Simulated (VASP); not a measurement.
A run of VASP 6.6.1:

Contents of INCAR:

```
SYSTEM = ZrO5
PREC = Accurate
ENCUT = 520
EDIFF = 1E-6
ISMEAR = 0
SIGMA = 0.1
LREAL = .False.
LASPH = .True.
NELM = 60
ALGO = Normal
ISIF = 2
LWAVE = .False.
LCHARG = .False.
GGA = PE
NBANDS = 30
```

KPOINTS

```
Automatic mesh
0
Gamma
  6 6 4
  0 0 0
```

File POSCAR:

```
ZrO5
1.0
    4.1047426600      0.0000000000      0.0000000000
   -2.0523713300      3.5548114200      0.0000000000
    0.0000000000      0.0000000000      4.4885643100
Zr O
1 5
Direct
    0.0000000000      0.0000000000      0.0000000000
    0.6437806000      0.0000000000      0.0000000000
    0.0000000000      0.6437806000      0.0000000000
    0.3562194000      0.3562194000      0.0000000000
    0.0000000000      0.0000000000      0.3342535400
    0.0000000000      0.0000000000      0.6657464600
```

Potentials or basis: VASP PAW PBE potentials, release 64 (Zr_sv, O).

Command:

```console
$ cat potpaw_PBE.64/Zr_sv/POTCAR potpaw_PBE.64/O/POTCAR > POTCAR
$ mpirun -np 1 vasp_std > vasp.out
```

Hardware: 1 thread of Intel(R) Xeon(R) 6975P-C (Granite Rapids) (shared host).

Task: Estimate the wall time of this run.

Result: Run time: 18 s on 1 thread of Intel(R) Xeon(R) 6975P-C (Granite Rapids), on a shared host, peak memory 0.19 GiB. Counts: scf iterations 16, k points 21.
